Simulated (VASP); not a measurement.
# Ti4BeP (P4/mmm) in VASP: relaxation of cell and atoms with PBE

Aim: the relaxation of cell and atoms of Ti4BeP with PBE.

All numbers are computed with VASP 6.6.1; they aren't measurements. Logs are shortened: lines on timing, memory, paths and dates and some standing lists are left out, and cuts for length are marked.

### 1 The cell of the first run

It takes space group P4/mmm (No. 123, tetragonal). Conventional cell: a = 4.418 Å, b = 4.418 Å, c = 6.676 Å, α = 90.00°, β = 90.00°, γ = 90.00°. Ti (site symmetry mmm) has 2 P at 2.21 Å within 2.9 Å. Ti (site symmetry 4mm) has 1 Ti at 1.98 Å and 1 P at 2.35 Å within 2.6 Å. Be (site symmetry 4/mmm) has 16 Ti at 3.28 to 4.00 Å and 4 Be at 4.42 Å and 8 P at 4.57 Å within 4.6 Å. P (site symmetry 4/mmm) has 6 Ti at 2.21 to 2.35 Å within 2.9 Å.

### 2 Relaxation of cell and atoms, PBE

Input file INCAR:

```
SYSTEM = Ti4BeP
PREC     = Accurate       ! precision mode
ENCUT    = 600            ! plane-wave cutoff, eV
EDIFF    = 1E-7           ! SCF threshold, eV
ISMEAR   = 0              ! smearing method
SIGMA    = 0.1            ! smearing width, eV
LREAL    = .False.        ! projectors in reciprocal space
LASPH    = .True.         ! aspherical terms in the spheres
NELM     = 60             ! most SCF steps
ALGO     = Normal         ! electronic algorithm
ISIF     = 3              ! what is computed and relaxed
LWAVE    = .False.        ! write WAVECAR
LCHARG   = .False.        ! write CHGCAR
GGA      = PE             ! functional
IBRION   = 2              ! ionic algorithm
NSW      = 100            ! ionic steps
EDIFFG   = -0.01          ! ionic threshold
```

Input file KPOINTS:

```
Automatic mesh
0
Gamma
  8 8 6
  0 0 0
```

Input file POSCAR:

```
Ti4BeP
1.0
    4.4181806995      0.0000000000      0.0000000000
    0.0000000000      4.4181806995      0.0000000000
    0.0000000000      0.0000000000      6.6755021765
Ti Be P
4 1 1
Direct
    0.5000000000      0.0000000000      0.0000000000
    0.0000000000      0.5000000000      0.0000000000
    0.0000000000      0.0000000000      0.3517672671
    0.0000000000      0.0000000000      0.6482327329
    0.5000000000      0.5000000000      0.5000000000
    0.0000000000      0.0000000000      0.0000000000
```

Potentials or basis: VASP PAW PBE potentials, release 64 (Ti_sv, Be, P).

The run is started by

```
$ cat potpaw_PBE.64/Ti_sv/POTCAR potpaw_PBE.64/Be/POTCAR potpaw_PBE.64/P/POTCAR > POTCAR
$ mpirun -np 1 vasp_std > vasp.out
```

OUTCAR:

```text
SYSTEM = Ti4BeP
   PREC = Accurate
   ENCUT = 600
   EDIFF = 1E-7
   ISMEAR = 0
   LREAL = .False.
   LASPH = .True.
   NELM = 60
   ISIF = 3
   GGA = PE
   IBRION = 2
   NSW = 100
   EDIFFG = -0.01

 ion  position               nearest neighbor table
   1  0.500  0.000  0.000-   6 2.21   6 2.21
   2  0.000  0.500  0.000-   6 2.21   6 2.21
   3  0.000  0.000  0.352-   4 1.98   6 2.35
   4  0.000  0.000  0.648-   3 1.98   6 2.35
   5  0.500  0.500  0.500-
   6  0.000  0.000  0.000-   1 2.21   2 2.21   2 2.21   1 2.21   3 2.35   4 2.35

  LATTYP: Found a simple tetragonal cell.
 ALAT       =     4.4181806995
 C/A-ratio  =     1.5109165130

  Lattice vectors:

 A1 = (   4.4181806995,   0.0000000000,   0.0000000000)
 A2 = (   0.0000000000,   4.4181806995,   0.0000000000)
 A3 = (   0.0000000000,   0.0000000000,   6.6755021765)

Analysis of symmetry for initial positions (statically):
=====================================================================
 Subroutine PRICEL returns:
 Original cell was already a primitive cell.

 Routine SETGRP: Setting up the symmetry group for a
 simple tetragonal supercell.

 Subroutine GETGRP returns: Found 16 space group operations
 (whereof 16 operations were pure point group operations)
 out of a pool of 16 trial point group operations.

The static configuration has the point symmetry D_4h.

Analysis of symmetry for dynamics (positions and initial velocities):
=====================================================================
 Subroutine PRICEL returns:
 Original cell was already a primitive cell.

 Routine SETGRP: Setting up the symmetry group for a
 simple tetragonal supercell.

 Subroutine GETGRP returns: Found 16 space group operations
 (whereof 16 operations were pure point group operations)
 out of a pool of 16 trial point group operations.

The dynamic configuration has the point symmetry D_4h.

 Subroutine INISYM returns: Found 16 space group operations
 (whereof 16 operations are pure point group operations),
 and found     1 'primitive' translations

----------------------------------------------------------------------------------------

                                     Primitive cell

  volume of cell :     130.3079

  direct lattice vectors                    reciprocal lattice vectors
     4.418180699  0.000000000  0.000000000     0.226337506  0.000000000  0.000000000
     0.000000000  4.418180699  0.000000000     0.000000000  0.226337506  0.000000000
     0.000000000  0.000000000  6.675502177     0.000000000  0.000000000  0.149801464

  length of vectors
     4.418180699  4.418180699  6.675502177     0.226337506  0.226337506  0.149801464

  position of ions in fractional coordinates (direct lattice)
     0.500000000  0.000000000  0.000000000
     0.000000000  0.500000000  0.000000000
     0.000000000  0.000000000  0.351767267
     0.000000000  0.000000000  0.648232733
     0.500000000  0.500000000  0.500000000
     0.000000000  0.000000000  0.000000000

  ion indices of the primitive-cell ions
   primitive index   ion index
                 1           1
                 2           2
                 3           3
                 4           4
                 5           5
                 6           6

----------------------------------------------------------------------------------------

 KPOINTS: Automatic mesh

Automatic generation of k-mesh.
 Grid dimensions read from file:
 generate k-points for:    8    8    6

 Generating k-lattice:

  Cartesian coordinates                     Fractional coordinates (reciprocal lattice)
     0.028292188  0.000000000  0.000000000     0.125000000  0.000000000  0.000000000
     0.000000000  0.028292188  0.000000000     0.000000000  0.125000000  0.000000000
     0.000000000  0.000000000  0.024966911     0.000000000  0.000000000  0.166666667

  Length of vectors
     0.028292188  0.028292188  0.024966911

  Shift w.r.t. Gamma in fractional coordinates (k-lattice)
     0.000000000  0.000000000  0.000000000

 Subroutine IBZKPT returns following result:
 ===========================================

 Found     60 irreducible k-points:

 Following reciprocal coordinates:
            Coordinates               Weight
  0.000000  0.000000  0.000000      1.000000
  0.125000  0.000000  0.000000      4.000000
  0.250000  0.000000  0.000000      4.000000
  0.375000  0.000000  0.000000      4.000000
  0.500000  0.000000  0.000000      2.000000
  0.125000  0.125000  0.000000      4.000000
[... 16 lines left out ...]
  0.375000  0.125000  0.166667     16.000000
  0.500000  0.125000  0.166667      8.000000
 [... further k-points ...]
   k-points           NKPTS =     60   k-points in BZ     NKDIM =     60   number of bands    NBANDS=     33
   number of dos      NEDOS =    301   number of ions     NIONS =      6
   total plane-waves  NPLWV =  69984
   dimension x,y,z NGX =    36 NGY =   36 NGZ =   54
   dimension x,y,z NGXF=    72 NGYF=   72 NGZF=  108
   ions per type =               4   1   1
   NGX,Y,Z   is equivalent  to a cutoff of  13.55, 13.55, 13.45 a.u.
   NGXF,Y,Z  is equivalent  to a cutoff of  27.09, 27.09, 26.90 a.u.
 SYSTEM =  Ti4BeP
   PREC   = accura    normal or accurate (medium, high low for compatibility)
   ISTART =      0    job   : 0-new  1-cont  2-samecut
   ICHARG =      2    charge: 1-file 2-atom 10-const
   ISPIN  =      1    spin polarized calculation?
   LNONCOLLINEAR =      F non collinear calculations
   LSORBIT =      F    spin-orbit coupling
   LASPH  =      T    aspherical Exc in radial PAW
   ENCUT  =  600.0 eV  44.10 Ry    6.64 a.u.   8.82  8.82 13.33*2*pi/ulx,y,z
   NELM   =     60;   NELMIN=  2; NELMDL= -5     # of ELM steps
   EDIFF  = 0.1E-06   stopping-criterion for ELM
   LREAL  =      F    real-space projection
   EDIFFG = -.1E-01   stopping-criterion for IOM
   NSW    =    100    number of steps for IOM
   IBRION =      2    ionic relax: 0-MD 1-quasi-New 2-CG
   NFREE  =      1    steps in history (QN), initial steepest desc. (CG)
   ISIF   =      3    stress and relaxation
   ISYM   =      2    0-nonsym 1-usesym 2-fastsym
   POTIM  = 0.5000    time-step for ionic-motion
   TEBEG  =    0.0;   TEEND  =   0.0 temperature during run
   PSTRESS=    0.0 pullay stress
   NELECT =      55.0000    total number of electrons
   NUPDOWN=      -1.0000    fix difference up-down
   EMIN   =  10.00;   EMAX   =-10.00  energy-range for DOS
   EFERMI =   0.00;   METHOD = LEGACY
   ISMEAR =     0;   SIGMA  =   0.10  broadening in eV -4-tet -1-fermi 0-gaus
   EFERMI_NEDOS =   21; number of points for ismear=-14 and -15
   IALGO  =     38    algorithm
   IMIX   =      4    mixing-type and parameters
     AMIX     =   0.40;   BMIX     =  1.00
     AMIX_MAG =   1.60;   BMIX_MAG =  1.00
  volume/ion in A,a.u.               =      21.72       146.56
  Fermi-wavevector in a.u.,A,eV,Ry     =   1.228020  2.320621 20.518035  1.508033
  Thomas-Fermi vector in A             =   2.362961
   LORBIT       =      0    0 simple, 1 ext, 2 COOP (PROOUT), +10 PAW based schemes
   GGA     = PE    functional components
   LHFCALC =     F    Hartree Fock is set to
   AEXX    =    0.0000 exact exchange contribution
   IVDW    =     0    specifies the selected vdW correction
   LEPSILON=     F    determine dielectric tensor
   LRPA    =     F    only Hartree local field effects (RPA)
 conjugate gradient relaxation of ions
 non-spin polarized calculation
 Gauss-broadening in eV      SIGMA  =   0.10
  energy-cutoff  :      600.00
  volume of cell :      130.31
 maximum number of plane-waves:      4384
 NGX is ok and might be reduce to    36
   NGX = 17   NGY = 17   NGZ = 27

--------------------------------------- Ionic step        1  -------------------------------------------

 number of electron      54.9999983 magnetization

 Free energy of the ion-electron system (eV)
  ---------------------------------------------------
  ext. energy  EPLUGINS =         0.00000000
  ---------------------------------------------------
  free energy    TOTEN  =       -35.15509005 eV

  energy without entropy =      -35.10366195  energy(sigma->0) =      -35.12937600

------------------------ aborting loop because EDIFF is reached ----------------------------------------

  FORCE on cell =-STRESS in cart. coord.  units (eV):
  Direction    XX          YY          ZZ          XY          YZ          ZX
  --------------------------------------------------------------------------------------
  -------------------------------------------------------------------------------------
  Total       -0.0952825     -0.0952825      0.7450086      0.0000000      0.0000000     -0.0000000
  in kB       -1.1715282     -1.1715282      9.1601156      0.0000000      0.0000000     -0.0000000
  external PRESSURE =       2.2723531 kB  Pullay stress =       0.0000000 kB
[... 145 lines left out ...]
  energy  without entropy=      -35.1106728855  energy(sigma->0) =      -35.13672984

--------------------------------------- Ionic step        5  -------------------------------------------

 number of electron      54.9999991 magnetization

 Free energy of the ion-electron system (eV)
  ---------------------------------------------------
  ext. energy  EPLUGINS =         0.00000000
  ---------------------------------------------------
  free energy    TOTEN  =       -35.16287220 eV

  energy without entropy =      -35.11086503  energy(sigma->0) =      -35.13686862

 E-fermi :   4.7885     XC(G=0):  -9.5652

 val. band max:        4.7813475167   @ k =   0.3750   0.1250   0.1667
 cond. band min:       4.7887665239   @ k =   0.5000   0.1250   0.0000
 fundamental gap:      0.0074190072
 Fermi energy:         4.7885222726

 k-point     1 :       0.0000    0.0000    0.0000
  band No.  band energies     occupation
      1     -52.2252      2.00000
      2     -52.1595      2.00000
      3     -52.1230      2.00000
      4     -51.4551      2.00000
      5     -29.5391      2.00000
      6     -28.5413      2.00000
[... 853 lines left out ...]
     32       5.6980      0.00000
     33       5.7920      0.00000

 [... further k-points ...]
[... 5 lines left out ...]
  --------------------------------------------------------------------------------------
  -------------------------------------------------------------------------------------
  Total        0.0357357      0.0357357      0.0272802      0.0000000      0.0000000     -0.0000000
  in kB        0.4391406      0.4391406      0.3352346      0.0000000      0.0000000     -0.0000000
  external PRESSURE =       0.4045052 kB  Pullay stress =       0.0000000 kB
[... 21 lines left out ...]
  FREE ENERGIE OF THE ION-ELECTRON SYSTEM (eV)
  ---------------------------------------------------
  free  energy   TOTEN  =       -35.1628722042 eV

  energy  without entropy=      -35.1108650281  energy(sigma->0) =      -35.13686862

 reached required accuracy - stopping structural energy minimisation
```

Wall time 8.9 min (1 thread of Intel Xeon 6975P-C (Granite Rapids), shared host); peak memory 0.45 GiB.

What came out:

```yaml
Free_energy: -35.1629 eV
Relaxed_volume: 21.73 Å³/atom
Relaxed_cell: a = 4.412 Å, b = 4.412 Å, c = 6.697 Å, α = 90.00°, β = 90.00°, γ = 90.00°
Space_group_after_relaxing_to_0.1_Å: P4/mmm (No. 123)
Energy_gained_by_relaxing: 1.3 meV/atom
Ionic_steps: 5
Pressure_after_relaxing: 0.0 GPa
Largest_force_after_relaxing: 0.005 eV/Å
Band_gap_on_the_k_mesh: zero (an odd number of electrons rules out a gap without spin polarisation)
```

Forces in eV/Å, atoms in the order of the input:
```
Ti   0.000  0.000  0.000
Ti   0.000  0.000  0.000
Ti   0.000  0.000 -0.005
Ti   0.000  0.000  0.005
Be   0.000  0.000  0.000
P    0.000  0.000  0.000
```

The path:
```csv
step,energy change (eV),largest force (eV/Å),pressure (GPa),volume (Å³)
1,0.0000,0.4704,0.23,130.31
2,-0.0053,0.2120,-0.28,130.89
3,-0.0077,0.0042,-0.13,130.67
4,-0.0077,0.0121,-0.12,130.66
5,-0.0078,0.0055,0.04,130.38
```

Final structure:
```
Ti Be P
1.0
     4.41236    0.00000    0.00000
     0.00000    4.41236    0.00000
     0.00000    0.00000    6.69681
Ti Be P
4 1 1
Direct
  0.50000 0.00000 0.00000
  0.00000 0.50000 0.00000
  0.00000 0.00000 0.34962
  0.00000 0.00000 0.65038
  0.50000 0.50000 0.50000
  0.00000 0.00000 0.00000
```

Caveat: atoms lie so close that the PAW spheres overlap strongly, which falsifies energies and pressures.
